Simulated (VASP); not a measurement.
# Fe (Fm-3m) in VASP: further runs

Runs on Fe. Level: PBE. Tasks: single point.

Everything below comes from runs of VASP 6.6.1. Logs are shortened: lines on timing, memory, paths and dates and some standing lists are left out, and cuts for length are marked.

## 1. The cell of the first run

The structure is cubic, space group Fm-3m (No. 225). Conventional cell: a = 3.539 Å, b = 3.539 Å, c = 3.539 Å, α = 90.00°, β = 90.00°, γ = 90.00°. Within 3.3 Å of Fe (site symmetry m-3m) lie 12 Fe at 2.50 Å.

This isn't the form of Fe at room conditions, which is bcc.

## 2. Single point, PBE

The input, INCAR:

```
PREC     = Accurate       # precision mode
ENCUT    = 600            # plane-wave cutoff, eV
EDIFF    = 1E-6           # SCF threshold, eV
ISMEAR   = -1             # smearing method
SIGMA    = 0.05           # smearing width, eV
LREAL    = F              # projectors in reciprocal space
LASPH    = T              # aspherical terms in the spheres
NELM     = 120            # most SCF steps
ALGO     = Normal         # electronic algorithm
ISIF     = 2              # what is computed and relaxed
LWAVE    = F              # write WAVECAR
LCHARG   = F              # write CHGCAR
GGA      = PE             # functional
ISYM     = 0            
NBANDS   = 15             # bands
GGA_COMPAT= F
```

The input, KPOINTS:

```
Automatic mesh
0
Gamma
  13 13 7
```

The input, POSCAR:

```
Fe
1.0
    0.0000000000      1.7695000000      1.7695000000
    1.7695000000      0.0000000000      1.7695000000
    3.5390000000      3.5390000000      0.0000000000
Fe
2
Direct
    0.0000000000      0.0000000000      0.0000000000
    0.0000000000      0.0000000000      0.5000000000
```

Potentials or basis: VASP PAW PBE potentials, release 64 (Fe).

Command:

```console
> cat potpaw_PBE.64/Fe/POTCAR > POTCAR
> mpirun -np 1 vasp_std > vasp.out
```

OUTCAR:

```text
PREC = Accurate
   ENCUT = 600
   EDIFF = 1E-6
   ISMEAR = -1
   LREAL = F
   LASPH = T
   NELM = 120
   ISIF = 2
   GGA = PE
   ISYM = 0

 ion  position               nearest neighbor table
   1  0.000  0.000  0.000-   2 2.50   2 2.50   2 2.50   2 2.50   2 2.50   2 2.50
   2  0.000  0.000  0.500-   1 2.50   1 2.50   1 2.50   1 2.50   1 2.50   1 2.50

IMPORTANT INFORMATION: All symmetrisations will be switched off!
NOSYMM: (Re-)initialisation of all symmetry stuff for point group C_1.

----------------------------------------------------------------------------------------

                                     Primitive cell

  volume of cell :      22.1621

  direct lattice vectors                    reciprocal lattice vectors
     0.000000000  1.769500000  1.769500000    -0.282565697  0.282565697  0.282565697
     1.769500000  0.000000000  1.769500000     0.282565697 -0.282565697  0.282565697
     3.539000000  3.539000000  0.000000000     0.141282848  0.141282848 -0.141282848

  length of vectors
     2.502450899  2.502450899  5.004901797     0.489418143  0.489418143  0.244709071

  position of ions in fractional coordinates (direct lattice)
     0.000000000  0.000000000  0.000000000
     0.000000000  0.000000000  0.500000000

  ion indices of the primitive-cell ions
   primitive index   ion index
                 1           1
                 2           2

----------------------------------------------------------------------------------------

 KPOINTS: Automatic mesh

Automatic generation of k-mesh.
 Grid dimensions read from file:
 generate k-points for:   13   13    7

 Generating k-lattice:

  Cartesian coordinates                     Fractional coordinates (reciprocal lattice)
    -0.021735823  0.021735823  0.021735823     0.076923077  0.000000000  0.000000000
     0.021735823 -0.021735823  0.021735823     0.000000000  0.076923077  0.000000000
     0.020183264  0.020183264 -0.020183264     0.000000000  0.000000000  0.142857143

  Length of vectors
     0.037647549  0.037647549  0.034958439

  Shift w.r.t. Gamma in fractional coordinates (k-lattice)
     0.000000000  0.000000000  0.000000000

 -----------------------------------------------------------------------------
|                                                                             |
|           W    W    AA    RRRRR   N    N  II  N    N   GGGG   !!!           |
|           W    W   A  A   R    R  NN   N  II  NN   N  G    G  !!!           |
|           W    W  A    A  R    R  N N  N  II  N N  N  G       !!!           |
|           W WW W  AAAAAA  RRRRR   N  N N  II  N  N N  G  GGG   !            |
|           WW  WW  A    A  R   R   N   NN  II  N   NN  G    G                |
|           W    W  A    A  R    R  N    N  II  N    N   GGGG   !!!           |
|                                                                             |
|     Your reciprocal lattice and k-lattice belong to different lattice       |
|     classes:                                                                |
|                                                                             |
|        The reciprocal lattice is rhombohedral (trigonal),                   |
|        whereas your k-lattice is base-centered monoclinic.                  |
|                                                                             |
|     Results are often still useful ...                                      |
|                                                                             |
 -----------------------------------------------------------------------------

 WARNING: IBZKPT: internal override: KBLOWUP is changed to .FALSE.
      ... skipping the blow-up phase ...

 Subroutine IBZKPT returns following result:
 ===========================================

 Found    592 irreducible k-points:

 Following reciprocal coordinates:
            Coordinates               Weight
  0.000000  0.000000  0.000000      1.000000
  0.076923  0.000000  0.000000      2.000000
  0.153846  0.000000  0.000000      2.000000
  0.230769  0.000000  0.000000      2.000000
  0.307692  0.000000  0.000000      2.000000
  0.384615  0.000000  0.000000      2.000000
[... 16 lines left out ...]
  0.153846  0.153846  0.000000      2.000000
  0.230769  0.153846  0.000000      2.000000
 [... further k-points ...]
   k-points           NKPTS =    592   k-points in BZ     NKDIM =    592   number of bands    NBANDS=     15
   number of dos      NEDOS =    301   number of ions     NIONS =      2
   total plane-waves  NPLWV =  16000
   dimension x,y,z NGX =    20 NGY =   20 NGZ =   40
   dimension x,y,z NGXF=    40 NGYF=   40 NGZF=   80
   ions per type =               2
   NGX,Y,Z   is equivalent  to a cutoff of  13.29, 13.29, 13.29 a.u.
   NGXF,Y,Z  is equivalent  to a cutoff of  26.57, 26.57, 26.57 a.u.
 SYSTEM =  unknown system
   PREC   = accura    normal or accurate (medium, high low for compatibility)
   ISTART =      0    job   : 0-new  1-cont  2-samecut
   ICHARG =      2    charge: 1-file 2-atom 10-const
   ISPIN  =      1    spin polarized calculation?
   LNONCOLLINEAR =      F non collinear calculations
   LSORBIT =      F    spin-orbit coupling
   LASPH  =      T    aspherical Exc in radial PAW
   ENCUT  =  600.0 eV  44.10 Ry    6.64 a.u.   5.00  5.00 10.00*2*pi/ulx,y,z
   NELM   =    120;   NELMIN=  2; NELMDL= -5     # of ELM steps
   EDIFF  = 0.1E-05   stopping-criterion for ELM
   LREAL  =      F    real-space projection
   EDIFFG = 0.1E-04   stopping-criterion for IOM
   NSW    =      0    number of steps for IOM
   IBRION =     -1    ionic relax: 0-MD 1-quasi-New 2-CG
   NFREE  =      0    steps in history (QN), initial steepest desc. (CG)
   ISIF   =      2    stress and relaxation
   ISYM   =      0    0-nonsym 1-usesym 2-fastsym
   POTIM  = 0.5000    time-step for ionic-motion
   TEBEG  =    0.0;   TEEND  =   0.0 temperature during run
   PSTRESS=    0.0 pullay stress
   NELECT =      16.0000    total number of electrons
   NUPDOWN=      -1.0000    fix difference up-down
   EMIN   =  10.00;   EMAX   =-10.00  energy-range for DOS
   EFERMI =   0.00;   METHOD = LEGACY
   ISMEAR =    -1;   SIGMA  =   0.05  broadening in eV -4-tet -1-fermi 0-gaus
   EFERMI_NEDOS =   21; number of points for ismear=-14 and -15
   IALGO  =     38    algorithm
   IMIX   =      4    mixing-type and parameters
     AMIX     =   0.40;   BMIX     =  1.00
     AMIX_MAG =   1.60;   BMIX_MAG =  1.00
  volume/ion in A,a.u.               =      11.08        74.78
  Fermi-wavevector in a.u.,A,eV,Ry     =   1.468625  2.775299 29.345855  2.156859
  Thomas-Fermi vector in A             =   2.584100
   LORBIT       =      0    0 simple, 1 ext, 2 COOP (PROOUT), +10 PAW based schemes
   GGA     = PE    functional components
   LHFCALC =     F    Hartree Fock is set to
   AEXX    =    0.0000 exact exchange contribution
   IVDW    =     0    specifies the selected vdW correction
   LEPSILON=     F    determine dielectric tensor
   LRPA    =     F    only Hartree local field effects (RPA)
 non-spin polarized calculation
  energy-cutoff  :      600.00
  volume of cell :       22.16
 maximum number of plane-waves:       756
   NGX =  9   NGY =  9   NGZ = 19

 number of electron      15.9999989 magnetization

 Free energy of the ion-electron system (eV)
  ---------------------------------------------------
  ext. energy  EPLUGINS =         0.00000000
  ---------------------------------------------------
  free energy    TOTEN  =       -16.05361934 eV

  energy without entropy =      -16.01806941  energy(sigma->0) =      -16.03584438

 E-fermi :   5.9521     XC(G=0): -13.3083

 val. band max:        5.9515621171   @ k =  -0.3846   0.2308   0.0000
 cond. band min:       5.9523339666   @ k =   0.4615  -0.3846   0.4286
 fundamental gap:      0.0007718495
 Fermi energy:         5.9520645135

 k-point     1 :       0.0000    0.0000    0.0000
  band No.  band energies     occupation
      1      -2.4382      2.00000
      2       1.5380      2.00000
      3       4.4103      2.00000
      4       4.4118      2.00000
      5       4.4908      2.00000
      6       4.4936      2.00000
      7       4.4970      2.00000
      8       5.8711      1.66949
      9       5.8730      1.65884
     10       6.1565      0.03296
     11       6.8211      0.00000
     12       6.8237      0.00000
     13      13.5203      0.00000
     14      27.2097      0.00000
     15      28.5972      0.00000

 k-point     2 :       0.0769    0.0000    0.0000
  band No.  band energies     occupation
      1      -2.2021      2.00000
      2       1.6797      2.00000
      3       4.2624      2.00000
      4       4.4101      2.00000
      5       4.5280      2.00000
      6       4.5575      2.00000
      7       4.5604      2.00000
      8       5.3529      1.99999
      9       5.8414      1.80287
     10       5.8436      1.79484
     11       6.8306      0.00000
     12       7.7076      0.00000
     13      13.6833      0.00000
     14      26.5679      0.00000
     15      28.1922      0.00000

 k-point     3 :       0.1538    0.0000    0.0000
  band No.  band energies     occupation
      1      -1.5211      2.00000
      2       2.0421      2.00000
      3       3.8075      2.00000
      4       4.2099      2.00000
      5       4.5918      2.00000
      6       4.6969      2.00000
      7       4.6985      2.00000
      8       4.8645      2.00000
      9       5.8071      1.89555
     10       5.8106      1.88846
     11       6.8520      0.00000
     12       8.7377      0.00000
     13      14.2465      0.00000
     14      24.5924      0.00000
     15      25.7682      0.00000
[... 343 lines left out ...]
 k-point    23 :       0.1538    0.1538    0.0000
  band No.  band energies     occupation
      1      -1.2262      2.00000
      2       1.9726      2.00000
      3       3.9485      2.00000
      4       4.0275      2.00000
      5       4.2828      2.00000
      6       4.8555      2.00000
      7       4.9201      2.00000
      8       4.9249      2.00000
      9       5.3855      1.99998
     10       6.0651      0.18898
     11       6.3003      0.00189
     12       8.2412      0.00000
     13      15.8343      0.00000
     14      23.5075      0.00000
     15      27.7068      0.00000

 k-point    24 :       0.2308    0.1538    0.0000
  band No.  band energies     occupation
      1      -0.4730      2.00000
      2       2.2202      2.00000
      3       3.6602      2.00000
      4       3.7013      2.00000
      5       3.9699      2.00000
      6       4.9231      2.00000
      7       5.1089      2.00000
      8       5.2071      2.00000
      9       5.4606      1.99989
     10       6.1832      0.01948
     11       6.2020      0.01341
     12       8.4503      0.00000
     13      17.1125      0.00000
     14      21.9086      0.00000
     15      25.1812      0.00000

 [... further k-points ...]

------------------------ aborting loop because EDIFF is reached ----------------------------------------

  FORCE on cell =-STRESS in cart. coord.  units (eV):
  Direction    XX          YY          ZZ          XY          YZ          ZX
  --------------------------------------------------------------------------------------
  -------------------------------------------------------------------------------------
  Total       -2.5931001     -2.5930984     -2.5711861     -0.0135094      0.0212273      0.0212261
  in kB     -187.4641254   -187.4640035   -185.8798885     -0.9766416      1.5345936      1.5345083
  external PRESSURE =    -186.9360058 kB  Pullay stress =       0.0000000 kB

 VOLUME and BASIS-vectors are now :
 -----------------------------------------------------------------------------
  energy-cutoff  :      600.00
  volume of cell :       22.16
      direct lattice vectors                 reciprocal lattice vectors
     0.000000000  1.769500000  1.769500000    -0.282565697  0.282565697  0.282565697
     1.769500000  0.000000000  1.769500000     0.282565697 -0.282565697  0.282565697
     3.539000000  3.539000000  0.000000000     0.141282848  0.141282848 -0.141282848

 POSITION                                       TOTAL-FORCE (eV/Angst)
 -----------------------------------------------------------------------------------
      0.00000      0.00000      0.00000         0.000001      0.000000     -0.000001
      1.76950      1.76950      0.00000        -0.000001     -0.000000      0.000001
 -----------------------------------------------------------------------------------
    total drift:                                0.000000     -0.000000     -0.000000

  FREE ENERGIE OF THE ION-ELECTRON SYSTEM (eV)
  ---------------------------------------------------
  free  energy   TOTEN  =       -16.0536193422 eV

  energy  without entropy=      -16.0180694128  energy(sigma->0) =      -16.03584438
```

Run time: 4.5 min. Hardware: 1 thread of Intel Xeon 8259CL, shared host; peak memory 0.32 GiB.

What came out:

- Free energy: -16.0536 eV
- Pressure: -18.7 GPa
- Band gap on the k mesh: zero (bands 8 and 9 overlap by 1.40 eV)

Caveat: the cell stands under tension; the run has no spin polarisation, though such a crystal can be magnetic.

## 3. Single point, PBE, collinear spin

The input, INCAR:

```
PREC     = Accurate       # precision mode
ENCUT    = 520            # plane-wave cutoff, eV
EDIFF    = 1E-7           # SCF threshold, eV
ISMEAR   = -1             # smearing method
SIGMA    = 0.05           # smearing width, eV
LREAL    = False          # projectors in reciprocal space
LASPH    = True           # aspherical terms in the spheres
NELM     = 150            # most SCF steps
ALGO     = Normal         # electronic algorithm
ISIF     = 2              # what is computed and relaxed
LWAVE    = False          # write WAVECAR
LCHARG   = False          # write CHGCAR
ISPIN    = 2              # spin polarisation
MAGMOM   = 0 4            # initial moments
LORBIT   = 11             # projections on sites
LMAXMIX  = 4              # l up to which the mixer works
GGA      = PE             # functional
ISYM     = 0            
NBANDS   = 19             # bands
```

The input, KPOINTS:

```
regular mesh
0
Gamma
  13 13 7
```

POSCAR is that of step 2.

Potentials or basis: VASP PAW PBE potentials, release 64 (Fe).

Command:

```console
> cat potpaw_PBE.64/Fe/POTCAR > POTCAR
> mpirun -np 1 vasp_std > vasp.out
```

It took 10 min on 1 thread of Intel Xeon Platinum 8488C (Sapphire Rapids), shared host; peak memory 0.44 GiB.

It converged, with:

* Free energy: -16.1447 eV
* Pressure: -8.0 GPa
* Net moment: 0.69 μB per cell
* Site moments: Fe -1.06, +1.74 μB
* Valence electrons inside the program's atomic spheres: Fe 7.32, 7.30

Stress tensor (GPa, compression positive):
```
-8.04  2.61 -2.61
 2.61 -8.04 -2.61
-2.61 -2.61 -7.98
```

Levels at points of the mesh, in eV from the Fermi level:
Spin up:
```tsv
k point	band 5	band 6	band 7	band 8	band 9	band 10	band 11	band 12
(0.00, 0.00, 0.00)	-1.71	-1.68	-1.68	-0.35	-0.35	-0.02	1.01	1.01
```
Spin down:
```
           k point  band 4  band 5  band 6  band 7  band 8  band 9  band 10  band 11
(0.00, 0.00, 0.00)   -1.85   -1.43   -1.32   -1.32    0.01    0.08     0.08     1.31
```

Caveat: the cell stands under tension.
